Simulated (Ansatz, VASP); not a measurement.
## One calculation of Sn3PdO8, two programs

File INCAR:

```
ALGO = Normal
EDIFF = 1E-6
ENCUT = 700
GGA = PS
GGA_COMPAT = False
ISIF = 2
ISMEAR = 0
LASPH = True
LCHARG = False
LDAU = True
LDAUJ = 0 0 0
LDAUL = 2 -1 -1
LDAUPRINT = 1
LDAUTYPE = 2
LDAUU = 4 0 0
LMAXMIX = 4
LREAL = False
LWAVE = False
NBANDS = 66
NELM = 200
PREC = Accurate
SIGMA = 0.05
```

The input KPOINTS:

```
k-points
0
Gamma
  4 4 3
```

Contents of POSCAR:

```
Sn3PdO8
1.0
    4.7373500000      0.0000000000      0.0000000000
    0.0000000000      4.7373500000      0.0000000000
    0.0000000000      0.0000000000      6.3728000000
Pd Sn O
1 3 8
Direct
    0.0000000000      0.0000000000      1.0000000000
    0.0000000000      0.0000000000      0.5000000000
    0.5000000000      0.5000000000      0.2463965786
    0.5000000000      0.5000000000      0.7536034214
    0.3002803001      0.3002803001      1.0000000000
    0.3083640033      0.3083640033      0.5000000000
    0.1897046375      0.8102953625      0.2440860549
    0.1897046375      0.8102953625      0.7559139451
    0.6997196999      0.6997196999      1.0000000000
    0.6916359967      0.6916359967      0.5000000000
    0.8102953625      0.1897046375      0.2440860549
    0.8102953625      0.1897046375      0.7559139451
```

Input for Ansatz:

```yaml
crystal:
  lattice:
    - [4.73735, 0.0, 0.0]
    - [0.0, 4.73735, 0.0]
    - [0.0, 0.0, 6.3728]
  atoms:
    - { symbol: Pd, position: [0.0, 0.0, 1.0] }
    - { symbol: Sn, position: [0.0, 0.0, 0.5] }
    - { symbol: Sn, position: [0.5, 0.5, 0.2463965786] }
    - { symbol: Sn, position: [0.5, 0.5, 0.7536034214] }
    - { symbol: O, position: [0.3002803001, 0.3002803001, 1.0] }
    - { symbol: O, position: [0.3083640033, 0.3083640033, 0.5] }
    - { symbol: O, position: [0.1897046375, 0.8102953625, 0.2440860549] }
    - { symbol: O, position: [0.1897046375, 0.8102953625, 0.7559139451] }
    - { symbol: O, position: [0.6997196999, 0.6997196999, 1.0] }
    - { symbol: O, position: [0.6916359967, 0.6916359967, 0.5] }
    - { symbol: O, position: [0.8102953625, 0.1897046375, 0.2440860549] }
    - { symbol: O, position: [0.8102953625, 0.1897046375, 0.7559139451] }
basis:
  ecutwfc: 420
  ecutrho_ratio: 4
kpoints:
  mp_grid: { grid: [4, 4, 3] }
hamiltonian:
  xc: pbesol
  hubbard: { sites: [{ site: 0, l: d, u_eff: 4.0 }] }
scf:
  occupations: { method: gaussian, width: 0.05 }
  lower_state_search: "off"
  max_iter: 150
output:
  forces: true
  stress: true
  eigenvalues: true
  populations: true
  hubbard: { sites: [{ site: 0, l: d }] }
```

Alike in both runs: task single point; functional PBEsol; k mesh 4 × 4 × 3; occupations gaussian, width 0.05 eV; no spin polarisation; Hubbard terms Pd d U = 4.0 eV.

```csv
,VASP,Ansatz
version,VASP 6.6.1,Ansatz 0.2.0
potentials or method,"VASP PAW PBE potentials, release 64 (Pd_sv_GW, Sn_d, O), cutoff 700 eV","scalar-relativistic, plane waves, PAW"
valence electrons in the cell,108,108
```

```csv
,VASP,Ansatz,Ansatz less VASP
gap on the k mesh at the Fermi level (eV),0.90,0.73,-0.167
least direct gap on the mesh (eV),0.91,0.74,-0.166
pressure (GPa),-2.2,-2.1,+0.06
"traceless stress, the component that is largest in VASP (GPa)",1.04,0.98,-0.067
rms of the force components (eV/Å),0.050,0.025,-0.0251
```

VASP's potentials were made for PBE, not for PBEsol. The programs project onto different local orbitals, so the same U acts differently, and such runs can settle in different states. Atom by atom the forces differ by 0.075 eV/Å (rms over components).
